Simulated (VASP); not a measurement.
Runs of VASP 6.6.1 on ZnF2. The structure is that of space group P4_2/mnm (No. 136), or close to it. The cells are those of the table. 

```csv
level,cell,k mesh,cutoff (eV),gap on the mesh (eV),pressure (GPa),largest force (eV/Å)
PBE,"a = 4.752, b = 4.752, c = 3.143 Å, 6 atoms",4 × 4 × 6,600,3.51,(a),0.07
PBE,"a = 4.800, b = 4.800, c = 3.175 Å, 6 atoms",4 × 4 × 6,600,(b),0.3,0.01
r2SCAN,"a = 4.703, b = 4.703, c = 3.127 Å, 6 atoms",6 × 6 × 8,660,4.22,0.3,0.01
PBE,"a = 4.703, b = 4.703, c = 3.127 Å, 6 atoms",6 × 6 × 8,600,3.51,7.0,0.04
r2SCAN,"a = 4.607, b = 4.607, c = 3.063 Å, 6 atoms",4 × 4 × 6,660,4.33,9.4,0.12
r2SCAN,"a = 4.703, b = 4.703, c = 3.127 Å, 6 atoms",4 × 4 × 6,660,4.22,0.3,0.01
r2SCAN,"a = 4.750, b = 4.750, c = 3.158 Å, 6 atoms",4 × 4 × 6,660,4.17,-3.1,0.03
PBE,"a = 4.894, b = 4.894, c = 3.238 Å, 6 atoms",4 × 4 × 6,600,3.32,-5.0,0.08
r2SCAN,"a = 4.796, b = 4.796, c = 3.188 Å, 6 atoms",4 × 4 × 6,660,4.12,-6.0,0.07
r2SCAN,"a = 4.656, b = 4.656, c = 3.095 Å, 6 atoms",4 × 4 × 6,660,4.27,4.5,0.07
```

Alike in all rows: task single point; potentials or basis VASP PAW PBE potentials, release 64 (Zn, F); no spin polarisation; smearing gaussian 0.01 eV.

Task: Estimate the missing entries.

Result: (a) 3.9; (b) 3.46.

Caveats: the PAW data sets were made with another functional, which shifts forces and pressure a little (at least some runs); the cell stands under pressure (at least some runs); the cell stands under tension (at least some runs).

A k mesh can miss the band edges.
